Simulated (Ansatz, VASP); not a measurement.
## Two plane-wave programs on SiO2

```
CELL_PARAMETERS angstrom
4.18541 0.00000 0.00000
0.00000 4.22726 0.00000
0.00000 0.00000 2.66874
ATOMIC_POSITIONS crystal
Si 0.50000 0.50000 0.50000
Si 0.00000 0.00000 0.00000
O 0.69389 0.69389 0.00000
O 0.19389 0.80611 0.50000
O 0.30611 0.30611 0.00000
O 0.80611 0.19389 0.50000
```

Change from the starting cell: strain +0.0100 x Voigt [0, 1, 0, 0, 0, 0], atoms carried along.

Alike in both runs: task single point; functional r2SCAN; k mesh 6 × 6 × 8; occupations gaussian, width 0.05 eV; no spin polarisation.

|  | VASP | Ansatz |
| --- | --- | --- |
| version | VASP 6.6.1 | Ansatz 0.2.0 |
| potentials or method | VASP PAW PBE potentials, release 64 (Si, O), cutoff 520 eV | scalar-relativistic, plane waves, PAW |
| valence electrons in the cell | 32 | 32 |

Ansatz gave:

| Property | Result |
| --- | --- |
| gap on the k mesh at the Fermi level (eV) | 6.35 |
| least direct gap on the mesh (eV) | 6.35 |
| pressure (GPa) | -3.1 |
| traceless stress, the component that is largest in VASP (GPa) | -2.40 |
| rms of the force components (eV/Å) | 0.053 |

Estimate VASP's values.

gap on the k mesh at the Fermi level (eV): 6.34; least direct gap on the mesh (eV): 6.34; pressure (GPa): -2.7; traceless stress, the component that is largest in VASP (GPa): -2.70; rms of the force components (eV/Å): 0.043.

VASP's potentials were made for PBE, not for r2SCAN. Atom by atom the forces differ by 0.011 eV/Å (rms over components).
